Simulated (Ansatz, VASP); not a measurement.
## Zr3TiC4: VASP beside Ansatz

File INCAR:

```
SYSTEM = Zr3TiC4
  PREC = Accurate
  ENCUT = 600
  EDIFF = 1E-7
  ISMEAR = 0
  SIGMA = 0.1
  LREAL = .False.
  LASPH = .True.
  NELM = 80
  ALGO = Normal
  ISIF = 3
  LWAVE = .False.
  LCHARG = .False.
  GGA = PE
  IBRION = 2
  NSW = 90
  EDIFFG = -0.04
```

File KPOINTS:

```
Automatic mesh
0
Gamma
  6 4 4
  0 0 0
```

File POSCAR:

```
Zr3TiC4
1.0
    3.4511668400      0.0000000000      0.0000000000
    0.0000000000      4.8806869600      0.0000000000
    0.0000000000      0.0000000000      6.9023336900
Zr Ti C
3 1 4
Direct
    0.0000000000      0.0000000000      0.7500000000
    0.0000000000      0.0000000000      0.2500000000
    0.5000000000      0.5000000000      0.0000000000
    0.5000000000      0.5000000000      0.5000000000
    0.0000000000      0.5000000000      0.2500000000
    0.0000000000      0.5000000000      0.7500000000
    0.5000000000      0.0000000000      0.0000000000
    0.5000000000      0.0000000000      0.5000000000
```

Input for Ansatz:

```yaml
crystal:
  lattice:
    - [3.45116684, 0.0, 0.0]
    - [0.0, 4.88068696, 0.0]
    - [0.0, 0.0, 6.90233369]
  atoms:
    - { symbol: Zr, position: [0.0, 0.0, 0.75] }
    - { symbol: Zr, position: [0.0, 0.0, 0.25] }
    - { symbol: Zr, position: [0.5, 0.5, 0.0] }
    - { symbol: Ti, position: [0.5, 0.5, 0.5] }
    - { symbol: C, position: [0.0, 0.5, 0.25] }
    - { symbol: C, position: [0.0, 0.5, 0.75] }
    - { symbol: C, position: [0.5, 0.0, 0.0] }
    - { symbol: C, position: [0.5, 0.0, 0.5] }
basis:
  ecutwfc: 420
kpoints:
  mp_grid: { grid: [6, 4, 4] }
hamiltonian:
  xc: pbe
scf:
  occupations: { method: gaussian, width: 0.1 }
  lower_state_search: "off"
output:
  forces: true
  stress: true
  eigenvalues: true
relax:
  adjacent_minimum: "off"
  f_tol: 0.04
  max_steps: 70
  cell: { stress_tol: 0.4 }
```

Alike in both runs: task relaxation of cell and atoms; functional PBE; k mesh 6 × 4 × 4; occupations gaussian, width 0.1 eV; no spin polarisation.

```csv
,VASP,Ansatz
version,VASP 6.6.1,Ansatz 0.2.0
potentials or method,"VASP PAW PBE potentials, release 64 (Zr_sv, Ti_sv, C), cutoff 600 eV","scalar-relativistic, plane waves, PAW"
valence electrons in the cell,64,64
```

|  | VASP | Ansatz | Ansatz less VASP |
| --- | --- | --- | --- |
| gap on the k mesh at the Fermi level, each at its own relaxed structure (eV) | none | none | - |
| relaxed volume (Å³/atom) | 12.39 | 12.40 | +0.006 |
| relaxed length of the cell vector where the two differ most in proportion (Å) | 4.624 | 4.627 | +0.0021 |

A gap of «none» marks a metal or a gap that the smearing closes.
